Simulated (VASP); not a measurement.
# NaLaTe2: single point with PBEsol

NaLaTe2:

```xyz
8
Lattice="4.5862 0.0000 0.0000 0.0000 6.3769 0.0000 0.0000 0.0000 9.2018" Properties=species:S:1:pos:R:3 pbc="T T T"
Na    0.0000    0.0000    8.1085
Na    2.2931    3.1884    1.0933
Te    0.0000    3.1884    8.0232
Te    2.2931    0.0000    1.1786
Te    0.0000    3.1884    3.5992
Te    2.2931    0.0000    5.6026
La    0.0000    0.0000    3.2840
La    2.2931    3.1884    5.9178
```

```json
{
 "Program": "VASP 6.6.1",
 "Task": "single point",
 "Functional": "PBEsol",
 "Potentials or basis": "VASP PAW PBE potentials, release 64 (Na_pv, Te, La)",
 "Cutoff": "520 eV",
 "k mesh": "4 × 4 × 2",
 "Occupations": "fermi-dirac, width 0.03 eV",
 "Spin": "no spin polarisation",
 "Dipole correction": "no",
 "Further INCAR settings": "ALGO = Normal; EDIFF = 1e-06; NBANDS = 40"
}
```

The pressure is 0.0 GPa, the largest force is 0.008 eV/Å and the band gap on the k mesh is 1.46 eV, direct.

Forces on the atoms (eV/Å):
```
Na   0.000  0.000  0.000
Na   0.000  0.000  0.000
Te   0.000  0.000  0.002
Te   0.000  0.000 -0.002
Te   0.000  0.000 -0.004
Te   0.000  0.000  0.004
La   0.000  0.000  0.008
La   0.000  0.000 -0.008
```

Levels at points of the mesh, in eV from the valence-band top:
```
           k point  band 26  band 27  band 28  band 29  band 30  band 31  band 32  band 33  band 34  band 35
(0.00, 0.00, 0.00)    -0.79    -0.67    -0.14    -0.03     0.00     1.46     2.14     2.38     2.50     2.62
(0.50, 0.00, 0.00)    -1.10    -0.76    -0.76    -0.51    -0.51     1.49     1.49     2.63     2.63     2.69
(0.00, 0.50, 0.00)    -0.72    -0.50    -0.50    -0.45    -0.45     1.86     1.86     2.62     2.62     2.69
(0.50, 0.50, 0.00)    -1.43    -0.89    -0.89    -0.64    -0.64     2.45     2.45     2.55     2.55     2.56
(0.00, 0.00, 0.50)    -1.12    -0.55    -0.37    -0.34    -0.16     2.02     2.15     2.36     2.36     2.56
(0.50, 0.00, 0.50)    -1.09    -0.83    -0.83    -0.55    -0.55     1.77     1.77     2.54     2.54     2.67
(0.00, 0.50, 0.50)    -1.42    -0.39    -0.39    -0.09    -0.09     2.08     2.08     2.63     2.63     2.68
(0.50, 0.50, 0.50)    -1.78    -0.78    -0.78    -0.22    -0.22     2.43     2.43     2.60     2.60     2.65
```

It took 5.3 min on 1 thread of Intel(R) Xeon(R) Platinum 8375C CPU @ 2.90GHz (Ice Lake) (shared host), peak memory 0.45 GiB.

Caveat: the PAW data sets were made with another functional, which shifts forces and pressure a little; spin-orbit coupling is left out, which moves the levels of the heavy elements. As with any semilocal functional, this PBEsol gap is likely too small.
